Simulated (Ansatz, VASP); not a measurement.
**Two plane-wave programs on PbAuCl3**

```
CELL_PARAMETERS angstrom
4.98545 0.00000 0.00000
-2.49273 4.31753 0.00000
0.00000 0.00000 6.17526
ATOMIC_POSITIONS crystal
Pb 0.00000 0.00000 0.50000
Au 0.00000 0.00000 0.00000
Cl 0.50000 0.00000 0.00000
Cl 0.00000 0.50000 0.00000
Cl 0.50000 0.50000 0.00000
```

Alike in both runs: task single point; functional PBE; k mesh 6 × 6 × 4; occupations gaussian, width 0.1 eV; collinear spin.

```csv
,VASP,Ansatz
version,VASP 6.6.1,Ansatz 0.2.0
potentials or method,"VASP PAW PBE potentials, release 64 (Pb_d, Au, Cl), cutoff 520 eV","scalar-relativistic, plane waves, PAW"
valence electrons in the cell,46,54
```

Ansatz gave:

```
gap on the k mesh at the Fermi level (eV)                     : none
pressure (GPa)                                                : 16.5
traceless stress, the component that is largest in VASP (GPa) : -18.02
net moment per atom (μB)                                      : 0.00
```

Task: Estimate VASP's values.

Result: gap on the k mesh at the Fermi level (eV): none; pressure (GPa): 16.3; traceless stress, the component that is largest in VASP (GPa): -17.92; net moment per atom (μB): 0.00.

A gap of «none» marks a metal or a gap that the smearing closes. VASP's potentials hold 46 valence electrons a cell and Ansatz's 54, so a difference there can come from the potentials and not from the codes. Ansatz's warnings: seeded moment not kept.

Neither program's run includes spin-orbit coupling.
